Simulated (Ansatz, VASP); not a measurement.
Two plane-wave programs on Cd

File INCAR:

```
SYSTEM = Cd
PREC = Accurate
ENCUT = 520
EDIFF = 1E-7
ISMEAR = -1
SIGMA = 0.1
LREAL = .False.
LASPH = .True.
NELM = 100
ALGO = Normal
ISIF = 2
LWAVE = .False.
LCHARG = .False.
GGA = PE
NBANDS = 19
```

The input KPOINTS:

```
regular mesh
0
Gamma
  4 4 2
  0 0 0
```

The input POSCAR:

```
Cd
1.0
    3.0007103730      0.0000000000      0.0000000000
   -1.5003551865      2.5986914124      0.0000000000
    0.0000000000      0.0000000000      5.9261569577
Cd
2
Direct
    0.3333333333      0.6666666667      0.2500000000
    0.6666666667      0.3333333333      0.7500000000
```

Input for Ansatz:

```yaml
crystal:
  lattice:
    - [3.000710373, 0.0, 0.0]
    - [-1.5003551865, 2.5986914124, 0.0]
    - [0.0, 0.0, 5.9261569577]
  atoms:
    - { symbol: Cd, position: [0.3333333333, 0.6666666667, 0.25] }
    - { symbol: Cd, position: [0.6666666667, 0.3333333333, 0.75] }
hamiltonian:
  xc: pbe
  pseudopotentials:
    kind: paw
    azcp:
      Cd: "pseudopotentials/Cd.paw.azcp"
basis:
  ecutwfc: 420
  fft_grid_basis: typed
kpoints:
  mp_grid: { grid: [4, 4, 2], shift: [0, 0, 0] }
magnetization:
  spin_polarized: false
scf:
  occupations: { method: fermi_dirac, width: 0.1 }
  lower_state_search: "off"
output:
  stress: true
  write_density: true
  write_potential: true
  elf: true
  volumetric_format: npy
```

Alike in both runs: task single point; functional PBE; k mesh 4 × 4 × 2; occupations fermi-dirac, width 0.1 eV; no spin polarisation.

|  | VASP | Ansatz |
| --- | --- | --- |
| version | VASP 6.6.1 | Ansatz 0.2.0 |
| potentials or method | VASP PAW PBE potentials, release 64 (Cd), cutoff 520 eV | plane waves (420 eV) with PAW, scalar-relativistic |
| valence electrons in the cell | 24 | 40 |

```csv
,VASP,Ansatz,Ansatz less VASP
pressure (GPa),-1.7,-1.9,-0.25
"traceless stress, the component that is largest in VASP (GPa)",-3.21,-3.08,+0.134
```

VASP's potentials hold 24 valence electrons a cell and Ansatz's 40, so a difference there can come from the potentials and not from the codes.

The k mesh is coarse, so the values compare programs but aren't converged.
